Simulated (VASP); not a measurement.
A run of VASP 6.6.1:

INCAR

```
ALGO     = Normal         # electronic algorithm
EDIFF    = 1E-6           # SCF threshold, eV
ENCUT    = 520            # plane-wave cutoff, eV
GGA      = PE             # functional
ISIF     = 2              # what is computed and relaxed
ISMEAR   = -1             # smearing method
ISPIN    = 2              # spin polarisation
LASPH    = T              # aspherical terms in the spheres
LCHARG   = T              # write CHGCAR
LELF     = T              # ELF
LMAXMIX  = 4              # l up to which the mixer works
LORBIT   = 11             # projections on sites
LREAL    = F              # projectors in reciprocal space
LVHAR    = T            
LWAVE    = F              # write WAVECAR
MAGMOM   = 2 2 0 0 0 0    # initial moments
NBANDS   = 39             # bands
NELM     = 150            # most SCF steps
PREC     = Accurate       # precision mode
SIGMA    = 0.02           # smearing width, eV
```

KPOINTS

```
k-points
0
Gamma
  8 8 2
```

File POSCAR:

```
MoS2
1.0
    3.1689980500      0.0000000000      0.0000000000
   -1.5844990200      2.7444328200      0.0000000000
    0.0000000000      0.0000000000     12.3240000000
Mo S
2 4
Direct
    0.3333333300      0.6666666700      0.2500000000
    0.6666666700      0.3333333300      0.7500000000
    0.3333333300      0.6666666700      0.6230000000
    0.6666666700      0.3333333300      0.1230000000
    0.3333333300      0.6666666700      0.8770000000
    0.6666666700      0.3333333300      0.3770000000
```

Potentials or basis: VASP PAW PBE potentials, release 64 (Mo_sv, S).

The run is started by

```console
$ cat potpaw_PBE.64/Mo_sv/POTCAR potpaw_PBE.64/S/POTCAR > POTCAR
$ mpirun -np 1 vasp_std > vasp.out
```

Hardware: 1 thread of AMD EPYC 9R45 96-Core Processor (Zen 5), with other jobs on the host.

Q: Estimate the wall time of this run.

A: Run time: 100 s on 1 thread of AMD EPYC 9R45 96-Core Processor (Zen 5) (shared host), peak memory 0.3 GiB. Counts: scf iterations 16, k points 20.
